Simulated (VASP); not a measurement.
Write the native input for VASP 6.6.1 that does the following.

```
Task                   : single point
Functional             : LDA
Potentials or basis    : VASP PAW LDA potentials, release 64 (C)
Cutoff                 : 520 eV
k mesh                 : 15 × 15 × 5
Occupations            : methfessel-paxton, width 1 eV
Spin                   : no spin polarisation
Dipole correction      : no
Further INCAR settings : ALGO = Normal; EDIFF = 1e-07; NBANDS = 16
```

The structure of C lies in POSCAR:

```
C
1.0
    2.4449954633      0.0000000000      0.0000000000
   -1.2224977317      2.1174281834      0.0000000000
    0.0000000000      0.0000000000      6.6104633561
C
4
Direct
    1.0000000000      1.0000000000      0.2500000000
    0.0000000000      0.0000000000      0.7500000000
    0.3333333333      0.6666666667      0.2500000000
    0.6666666667      0.3333333333      0.7500000000
```

The input as run:

INCAR

```
SYSTEM = C
ALGO     = Normal         ! electronic algorithm
EDIFF    = 1E-7           ! SCF threshold, eV
ENCUT    = 520            ! plane-wave cutoff, eV
ISIF     = 2              ! what is computed and relaxed
ISMEAR   = 1              ! smearing method
LASPH    = .TRUE.         ! aspherical terms in the spheres
LCHARG   = .FALSE.        ! write CHGCAR
LREAL    = .FALSE.        ! projectors in reciprocal space
LWAVE    = .FALSE.        ! write WAVECAR
NBANDS   = 16             ! bands
NELM     = 80             ! most SCF steps
PREC     = Accurate       ! precision mode
SIGMA    = 1.0            ! smearing width, eV
```

KPOINTS

```
k-points
0
G
  15 15 5
  0 0 0
```

Potentials or basis: VASP PAW LDA potentials, release 64 (C).

The run is started by

```console
$ cat potpaw_LDA.64/C/POTCAR > POTCAR
$ mpirun -np 1 vasp_std > vasp.out
```

Results of the run:

The pressure is 0.7 GPa and the band gap on the k mesh is zero (band 8 reaches 4.84 eV, above the bottom of band 9 at 4.80 eV).

It took 75 s on 1 thread of Intel Xeon 8259CL, on a shared host, peak memory 0.14 GiB.
